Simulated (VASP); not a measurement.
Input of a VASP 6.6.1 run:

The input INCAR:

```
SYSTEM = Zr5Cl
ALGO = Fast
EDIFF = 1E-6
ENCUT = 520
GGA = PE
ISIF = 2
ISMEAR = 0
LASPH = .True.
LCHARG = .True.
LELF = .True.
LREAL = .False.
LVHAR = .True.
LWAVE = .False.
NBANDS = 42
NELM = 60
PREC = Accurate
SIGMA = 0.1
```

KPOINTS

```
k-points
0
Gamma
  12 12 2
  0 0 0
```

The input POSCAR:

```
Zr5Cl
1.0
    3.2524000583      0.0000000000      0.0000000000
   -1.6262000292      2.8166610737      0.0000000000
    0.0000000000      0.0000000000     14.3484902635
Zr Cl
5 1
Direct
    0.3333333333      0.6666666667      0.1424205991
    0.0000000000      0.0000000000      0.3205599317
    0.3333333333      0.6666666667      0.8575794009
    0.0000000000      0.0000000000      0.6794400683
    0.3333333333      0.6666666667      0.5000000000
    0.0000000000      0.0000000000      0.0000000000
```

Potentials or basis: VASP PAW PBE potentials, release 64 (Zr_sv, Cl).

The run is started by

```bash
$ cat potpaw_PBE.64/Zr_sv/POTCAR potpaw_PBE.64/Cl/POTCAR > POTCAR
$ mpirun -np 1 vasp_std > vasp.out
```

(1) What does it give for the band gap on the k mesh?

(2) Predict the pressure.

Results:

(1) zero (an odd number of electrons rules out a gap without spin polarisation).

(2) 0.0 GPa.
